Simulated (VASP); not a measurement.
# Ba (Im-3m) in VASP: a series of runs

Ba is run at these levels: PBE; tasks: single point.

Everything below comes from runs of VASP 6.6.1. Logs are shortened: lines on timing, memory, paths and dates and some standing lists are left out, and cuts for length are marked.

## (1) The cell of the first run

The structure is cubic, space group Im-3m (No. 229). Conventional cell: a = 5.025 Å, b = 5.025 Å, c = 5.025 Å, α = 90.00°, β = 90.00°, γ = 90.00°. Ba (site symmetry m-3m) has 14 Ba at 4.35 to 5.02 Å within 5.7 Å.

## (2) Single point, PBE

INCAR reads:

```
SYSTEM = Ba
PREC     = Accurate       ! precision mode
ENCUT    = 520            ! plane-wave cutoff, eV
EDIFF    = 1E-6           ! SCF threshold, eV
ISMEAR   = 0              ! smearing method
SIGMA    = 0.03           ! smearing width, eV
LREAL    = .False.        ! projectors in reciprocal space
LASPH    = .True.         ! aspherical terms in the spheres
NELM     = 100            ! most SCF steps
ALGO     = Normal         ! electronic algorithm
ISIF     = 2              ! what is computed and relaxed
LWAVE    = .False.        ! write WAVECAR
LCHARG   = .True.         ! write CHGCAR
GGA      = PE             ! functional
LELF     = .True.         ! ELF
LVHAR    = .True.       
NBANDS   = 11             ! bands
```

KPOINTS reads:

```
regular mesh
0
Gamma
  9 9 9
  0 0 0
```

POSCAR reads:

```
Ba
1.0
   -2.5124914082      2.5124914082      2.5124914082
    2.5124914082     -2.5124914082      2.5124914082
    2.5124914082      2.5124914082     -2.5124914082
Ba
1
Direct
    0.0000000000      0.0000000000      0.0000000000
```

Potentials or basis: VASP PAW PBE potentials, release 64 (Ba_sv).

Run with:

```
$ cat potpaw_PBE.64/Ba_sv/POTCAR > POTCAR
$ mpirun -np 1 vasp_std > vasp.out
```

OUTCAR:

```text
SYSTEM = Ba
   PREC = Accurate
   ENCUT = 520
   EDIFF = 1E-6
   ISMEAR = 0
   LREAL = .False.
   LASPH = .True.
   NELM = 100
   ISIF = 2
   GGA = PE

 ion  position               nearest neighbor table
   1  0.000  0.000  0.000-

  LATTYP: Found a body centered cubic cell.
 ALAT       =     5.0249828164

  Lattice vectors:

 A1 = (  -2.5124914082,   2.5124914082,   2.5124914082)
 A2 = (   2.5124914082,  -2.5124914082,   2.5124914082)
 A3 = (   2.5124914082,   2.5124914082,  -2.5124914082)

Analysis of symmetry for initial positions (statically):
=====================================================================
 Subroutine PRICEL returns:
 Original cell was already a primitive cell.

 Routine SETGRP: Setting up the symmetry group for a
 body centered cubic supercell.

 Subroutine GETGRP returns: Found 48 space group operations
 (whereof 48 operations were pure point group operations)
 out of a pool of 48 trial point group operations.

The static configuration has the point symmetry O_h .

Analysis of symmetry for dynamics (positions and initial velocities):
=====================================================================
 Subroutine PRICEL returns:
 Original cell was already a primitive cell.

 Routine SETGRP: Setting up the symmetry group for a
 body centered cubic supercell.

 Subroutine GETGRP returns: Found 48 space group operations
 (whereof 48 operations were pure point group operations)
 out of a pool of 48 trial point group operations.

The dynamic configuration has the point symmetry O_h .

 Subroutine INISYM returns: Found 48 space group operations
 (whereof 48 operations are pure point group operations),
 and found     1 'primitive' translations

----------------------------------------------------------------------------------------

                                     Primitive cell

  volume of cell :      63.4415

  direct lattice vectors                    reciprocal lattice vectors
    -2.512491408  2.512491408  2.512491408     0.000000000  0.199005656  0.199005656
     2.512491408 -2.512491408  2.512491408     0.199005656  0.000000000  0.199005656
     2.512491408  2.512491408 -2.512491408     0.199005656  0.199005656  0.000000000

  length of vectors
     4.351762773  4.351762773  4.351762773     0.281436497  0.281436497  0.281436497

  position of ions in fractional coordinates (direct lattice)
     0.000000000  0.000000000  0.000000000

  ion indices of the primitive-cell ions
   primitive index   ion index
                 1           1

----------------------------------------------------------------------------------------

 KPOINTS: regular mesh

Automatic generation of k-mesh.
 Grid dimensions read from file:
 generate k-points for:    9    9    9

 Generating k-lattice:

  Cartesian coordinates                     Fractional coordinates (reciprocal lattice)
     0.000000000  0.022111740  0.022111740     0.111111111  0.000000000  0.000000000
     0.022111740  0.000000000  0.022111740     0.000000000  0.111111111  0.000000000
     0.022111740  0.022111740  0.000000000     0.000000000  0.000000000  0.111111111

  Length of vectors
     0.031270722  0.031270722  0.031270722

  Shift w.r.t. Gamma in fractional coordinates (k-lattice)
     0.000000000  0.000000000  0.000000000

 Subroutine IBZKPT returns following result:
 ===========================================

 Found     35 irreducible k-points:

 Following reciprocal coordinates:
            Coordinates               Weight
  0.000000  0.000000  0.000000      1.000000
  0.111111  0.000000  0.000000     12.000000
  0.222222  0.000000  0.000000     12.000000
  0.333333  0.000000  0.000000     12.000000
  0.444444  0.000000  0.000000     12.000000
  0.111111  0.111111  0.000000     24.000000
[... 16 lines left out ...]
 -0.333333  0.444444  0.111111     48.000000
 -0.444444 -0.444444  0.111111     24.000000
 [... further k-points ...]
   k-points           NKPTS =     35   k-points in BZ     NKDIM =     35   number of bands    NBANDS=     11
   number of dos      NEDOS =    301   number of ions     NIONS =      1
   total plane-waves  NPLWV =  32768
   dimension x,y,z NGX =    32 NGY =   32 NGZ =   32
   dimension x,y,z NGXF=    64 NGYF=   64 NGZF=   64
   ions per type =               1
   NGX,Y,Z   is equivalent  to a cutoff of  12.22, 12.22, 12.22 a.u.
   NGXF,Y,Z  is equivalent  to a cutoff of  24.45, 24.45, 24.45 a.u.
 SYSTEM =  Ba
   PREC   = accura    normal or accurate (medium, high low for compatibility)
   ISTART =      0    job   : 0-new  1-cont  2-samecut
   ICHARG =      2    charge: 1-file 2-atom 10-const
   ISPIN  =      1    spin polarized calculation?
   LNONCOLLINEAR =      F non collinear calculations
   LSORBIT =      F    spin-orbit coupling
   LASPH  =      T    aspherical Exc in radial PAW
   ENCUT  =  520.0 eV  38.22 Ry    6.18 a.u.   8.09  8.09  8.09*2*pi/ulx,y,z
   NELM   =    100;   NELMIN=  2; NELMDL= -5     # of ELM steps
   EDIFF  = 0.1E-05   stopping-criterion for ELM
   LREAL  =      F    real-space projection
   EDIFFG = 0.1E-04   stopping-criterion for IOM
   NSW    =      0    number of steps for IOM
   IBRION =     -1    ionic relax: 0-MD 1-quasi-New 2-CG
   NFREE  =      0    steps in history (QN), initial steepest desc. (CG)
   ISIF   =      2    stress and relaxation
   ISYM   =      2    0-nonsym 1-usesym 2-fastsym
   POTIM  = 0.5000    time-step for ionic-motion
   TEBEG  =    0.0;   TEEND  =   0.0 temperature during run
   PSTRESS=    0.0 pullay stress
   NELECT =      10.0000    total number of electrons
   NUPDOWN=      -1.0000    fix difference up-down
   EMIN   =  10.00;   EMAX   =-10.00  energy-range for DOS
   EFERMI =   0.00;   METHOD = LEGACY
   ISMEAR =     0;   SIGMA  =   0.03  broadening in eV -4-tet -1-fermi 0-gaus
   EFERMI_NEDOS =   21; number of points for ismear=-14 and -15
   IALGO  =     38    algorithm
   IMIX   =      4    mixing-type and parameters
     AMIX     =   0.40;   BMIX     =  1.00
     AMIX_MAG =   1.60;   BMIX_MAG =  1.00
  volume/ion in A,a.u.               =      63.44       428.12
  Fermi-wavevector in a.u.,A,eV,Ry     =   0.884335  1.671151 10.640419  0.782049
  Thomas-Fermi vector in A             =   2.005222
   LORBIT       =      0    0 simple, 1 ext, 2 COOP (PROOUT), +10 PAW based schemes
   GGA     = PE    functional components
   LHFCALC =     F    Hartree Fock is set to
   AEXX    =    0.0000 exact exchange contribution
   IVDW    =     0    specifies the selected vdW correction
   LEPSILON=     F    determine dielectric tensor
   LRPA    =     F    only Hartree local field effects (RPA)
 non-spin polarized calculation
 Gauss-broadening in eV      SIGMA  =   0.03
  energy-cutoff  :      520.00
  volume of cell :       63.44
 maximum number of plane-waves:      1730
   NGX = 17   NGY = 17   NGZ = 17

 number of electron      10.0000000 magnetization

 Free energy of the ion-electron system (eV)
  ---------------------------------------------------
  ext. energy  EPLUGINS =         0.00000000
  ---------------------------------------------------
  free energy    TOTEN  =        -1.90613957 eV

  energy without entropy =       -1.90455547  energy(sigma->0) =       -1.90534752

 E-fermi :   1.6687     XC(G=0):  -7.3871

 val. band max:        1.5196956058   @ k =  -0.4444  -0.4444   0.2222
 cond. band min:       1.6701745496   @ k =  -0.3333   0.3333   0.3333
 fundamental gap:      0.1504789438
 Fermi energy:         1.6687089766

 k-point     1 :       0.0000    0.0000    0.0000
  band No.  band energies     occupation
      1     -27.2739      2.00000
      2     -12.2272      2.00000
      3     -12.2272      2.00000
      4     -12.2272      2.00000
      5      -1.1242      2.00000
      6       3.4453      0.00000
      7       3.4453      0.00000
      8       3.4453      0.00000
      9       4.8379      0.00000
     10       4.8379      0.00000
     11       8.5375      0.00000

 k-point     2 :       0.1111    0.0000    0.0000
  band No.  band energies     occupation
      1     -27.2690      2.00000
      2     -12.2834      2.00000
      3     -12.2445      2.00000
      4     -12.2275      2.00000
      5      -0.8975      2.00000
      6       3.2647      0.00000
      7       3.3316      0.00000
      8       3.6780      0.00000
      9       4.5873      0.00000
     10       4.8266      0.00000
     11       8.7839      0.00000

 k-point     3 :       0.2222    0.0000    0.0000
  band No.  band energies     occupation
      1     -27.2566      2.00000
      2     -12.4211      2.00000
      3     -12.2879      2.00000
      4     -12.2284      2.00000
      5      -0.2996      2.00000
      6       2.8843      0.00000
      7       2.8941      0.00000
      8       4.3552      0.00000
      9       4.5461      0.00000
     10       4.8657      0.00000
     11       8.9738      0.00000

 k-point     4 :       0.3333    0.0000    0.0000
  band No.  band energies     occupation
      1     -27.2425      2.00000
      2     -12.5703      2.00000
      3     -12.3364      2.00000
      4     -12.2294      2.00000
      5       0.3817      2.00000
      6       2.5361      0.00000
      7       2.5821      0.00000
      8       4.7722      0.00000
      9       5.0508      0.00000
     10       5.4018      0.00000
     11       8.1668      0.00000
[... 239 lines left out ...]
 k-point    22 :      -0.4444    0.4444    0.1111
  band No.  band energies     occupation
      1     -27.2295      2.00000
      2     -12.6489      2.00000
      3     -12.3877      2.00000
      4     -12.2684      2.00000
      5       0.9138      2.00000
      6       2.4865      0.00000
      7       2.5666      0.00000
      8       4.1950      0.00000
      9       5.5284      0.00000
     10       6.4783      0.00000
     11       7.9499      0.00000

 k-point    23 :      -0.3333    0.4444    0.1111
  band No.  band energies     occupation
      1     -27.2287      2.00000
      2     -12.5969      2.00000
      3     -12.4171      2.00000
      4     -12.2992      2.00000
      5       1.1056      2.00000
      6       2.1242      0.00000
      7       2.7768      0.00000
      8       4.1019      0.00000
      9       5.2012      0.00000
     10       6.1780      0.00000
     11       8.0279      0.00000

 k-point    24 :      -0.4444   -0.4444    0.1111
  band No.  band energies     occupation
      1     -27.2244      2.00000
      2     -12.6304      2.00000
      3     -12.4403      2.00000
      4     -12.2989      2.00000
      5       1.2659      2.00000
      6       2.2335      0.00000
      7       2.5688      0.00000
      8       4.0758      0.00000
      9       5.5699      0.00000
     10       7.0154      0.00000
     11       7.3984      0.00000

 [... further k-points ...]

------------------------ aborting loop because EDIFF is reached ----------------------------------------

  FORCE on cell =-STRESS in cart. coord.  units (eV):
  Direction    XX          YY          ZZ          XY          YZ          ZX
  --------------------------------------------------------------------------------------
  -------------------------------------------------------------------------------------
  Total        0.0223644      0.0223644      0.0223644      0.0000000     -0.0000000      0.0000000
  in kB        0.5647993      0.5647993      0.5647993      0.0000000     -0.0000000      0.0000000
  external PRESSURE =       0.5647993 kB  Pullay stress =       0.0000000 kB

 VOLUME and BASIS-vectors are now :
 -----------------------------------------------------------------------------
  energy-cutoff  :      520.00
  volume of cell :       63.44
      direct lattice vectors                 reciprocal lattice vectors
    -2.512491408  2.512491408  2.512491408     0.000000000  0.199005656  0.199005656
     2.512491408 -2.512491408  2.512491408     0.199005656  0.000000000  0.199005656
     2.512491408  2.512491408 -2.512491408     0.199005656  0.199005656  0.000000000

 POSITION                                       TOTAL-FORCE (eV/Angst)
 -----------------------------------------------------------------------------------
      0.00000      0.00000      0.00000         0.000000     -0.000000     -0.000000
 -----------------------------------------------------------------------------------
    total drift:                                0.000000      0.000000     -0.000000

  FREE ENERGIE OF THE ION-ELECTRON SYSTEM (eV)
  ---------------------------------------------------
  free  energy   TOTEN  =        -1.9061395721 eV

  energy  without entropy=       -1.9045554723  energy(sigma->0) =       -1.90534752
```

It took 30 s on 1 thread of AMD EPYC 7R13, shared host; peak memory 0.15 GiB.

Results:

| Item | Value |
| --- | --- |
| Free energy | -1.9061 eV |
| Pressure | 0.1 GPa |
| Band gap on the k mesh | zero (bands 5 and 6 overlap by 0.91 eV) |

Levels at points of the mesh, in eV from the Fermi level:
```
           k point  band 2  band 3  band 4  band 5  band 6  band 7  band 8  band 9
(0.00, 0.00, 0.00)  -13.90  -13.90  -13.90   -2.79    1.78    1.78    1.78    3.17
```

Caveat: spin-orbit coupling is left out, which moves the levels of the heavy elements.

## (3) Single point, PBE

INCAR reads:

```
SYSTEM = Ba
PREC = Accurate
ENCUT = 520
EDIFF = 1E-6
ISMEAR = 0
SIGMA = 0.1
LREAL = .FALSE.
LASPH = .TRUE.
NELM = 100
ALGO = Normal
ISIF = 2
LWAVE = .FALSE.
LCHARG = .TRUE.
GGA = PE
LELF = .TRUE.
LVHAR = .TRUE.
NBANDS = 11
```

KPOINTS reads:

```
regular mesh
0
G
  9 9 9
  0 0 0
```

POSCAR is that of step 2.

Potentials or basis: VASP PAW PBE potentials, release 64 (Ba_sv).

Run with:

```
$ cat potpaw_PBE.64/Ba_sv/POTCAR > POTCAR
$ mpirun -np 1 vasp_std > vasp.out
```

OUTCAR:

```text
SYSTEM = Ba
   PREC = Accurate
   ENCUT = 520
   EDIFF = 1E-6
   ISMEAR = 0
   LREAL = .FALSE.
   LASPH = .TRUE.
   NELM = 100
   ISIF = 2
   GGA = PE

 ion  position               nearest neighbor table
   1  0.000  0.000  0.000-

  LATTYP: Found a body centered cubic cell.
 ALAT       =     5.0249828164

  Lattice vectors:

 A1 = (  -2.5124914082,   2.5124914082,   2.5124914082)
 A2 = (   2.5124914082,  -2.5124914082,   2.5124914082)
 A3 = (   2.5124914082,   2.5124914082,  -2.5124914082)
[... 514 lines left out ...]
     11       7.3986      0.00000

 [... further k-points ...]

------------------------ aborting loop because EDIFF is reached ----------------------------------------

  FORCE on cell =-STRESS in cart. coord.  units (eV):
  Direction    XX          YY          ZZ          XY          YZ          ZX
  --------------------------------------------------------------------------------------
  -------------------------------------------------------------------------------------
  Total        0.0172059      0.0172059      0.0172059      0.0000000      0.0000000     -0.0000000
  in kB        0.4345236      0.4345236      0.4345236      0.0000000      0.0000000     -0.0000000
  external PRESSURE =       0.4345236 kB  Pullay stress =       0.0000000 kB

 VOLUME and BASIS-vectors are now :
 -----------------------------------------------------------------------------
  energy-cutoff  :      520.00
  volume of cell :       63.44
      direct lattice vectors                 reciprocal lattice vectors
    -2.512491408  2.512491408  2.512491408     0.000000000  0.199005656  0.199005656
     2.512491408 -2.512491408  2.512491408     0.199005656  0.000000000  0.199005656
     2.512491408  2.512491408 -2.512491408     0.199005656  0.199005656  0.000000000

 POSITION                                       TOTAL-FORCE (eV/Angst)
 -----------------------------------------------------------------------------------
      0.00000      0.00000      0.00000        -0.000000      0.000000     -0.000000
 -----------------------------------------------------------------------------------
    total drift:                                0.000000      0.000000     -0.000000

  FREE ENERGIE OF THE ION-ELECTRON SYSTEM (eV)
  ---------------------------------------------------
  free  energy   TOTEN  =        -1.9103718102 eV

  energy  without entropy=       -1.9034083339  energy(sigma->0) =       -1.90689007
```

stdout:

```text
POSCAR found type information on POSCAR Ba
 POSCAR found :  1 types and       1 ions
 scaLAPACK will be used
 LDA part: xc-table for (Slater+PW92), standard interpolation
 POSCAR, INCAR and KPOINTS ok, starting setup
 FFT: planning ... GRIDC
 FFT: planning ... GRID_SOFT
 FFT: planning ... GRID
 WAVECAR not read
 entering main loop
```

Run time: 29 s. Hardware: 1 thread of AMD EPYC 7R13, shared host; peak memory 0.15 GiB.

What came out:

```yaml
Free_energy: -1.9104 eV
Pressure: 0.0 GPa
Band_gap_on_the_k_mesh: zero (bands 5 and 6 overlap by 0.91 eV)
```

Levels at points of the mesh, in eV from the Fermi level:
```tsv
k point	band 2	band 3	band 4	band 5	band 6	band 7	band 8	band 9
(0.00, 0.00, 0.00)	-13.87	-13.87	-13.87	-2.77	1.80	1.80	1.80	3.20
```

Caveat: spin-orbit coupling is left out, which moves the levels of the heavy elements.

## (4) Single point, PBE

INCAR reads:

```
SYSTEM = Ba
PREC = Accurate ; ENCUT = 520
EDIFF = 1E-6 ; ISMEAR = 0
SIGMA = 0.2 ; LREAL = .FALSE.
LASPH = .TRUE. ; NELM = 80
ALGO = Normal ; ISIF = 2
LWAVE = .FALSE. ; LCHARG = .FALSE.
GGA = PE ; NBANDS = 11
```

KPOINTS reads:

```
Automatic mesh
0
G
  9 9 9
  0 0 0
```

POSCAR is that of step 3.

Run with:

```
$ cat potpaw_PBE.64/Ba_sv/POTCAR > POTCAR
$ mpirun -np 1 vasp_std > vasp.out
```

Run time: 27 s. Hardware: 1 thread of AMD EPYC 7R13, shared host; peak memory 0.15 GiB.

The run converged. Its results:

| Item | Value |
| --- | --- |
| Free energy | -1.9200 eV |
| Pressure | 0.0 GPa |
| Band gap on the k mesh | zero (bands 5 and 6 overlap by 0.91 eV) |

Levels at points of the mesh, in eV from the Fermi level:
| k point | band 3 | band 4 | band 5 | band 6 | band 7 | band 8 |
| --- | --- | --- | --- | --- | --- | --- |
| (0.00, 0.00, 0.00) | -13.86 | -13.86 | -2.76 | 1.81 | 1.81 | 1.81 |

Caveat: spin-orbit coupling is left out, which moves the levels of the heavy elements.

## (5) The runs side by side

```csv
smearing,gap on the mesh (eV),pressure (GPa)
gaussian 0.03 eV,none,0.1
gaussian 0.1 eV,none,0.0
gaussian 0.2 eV,none,0.0
```

Alike in all rows: task single point; level PBE; potentials or basis VASP PAW PBE potentials, release 64 (Ba_sv); no spin polarisation; cell as given; k mesh 9 × 9 × 9; cutoff (eV) 520.

Caveats: spin-orbit coupling is left out, which moves the levels of the heavy elements.

Total energies depend on the potentials used, so only differences within one code and one set of settings carry meaning.
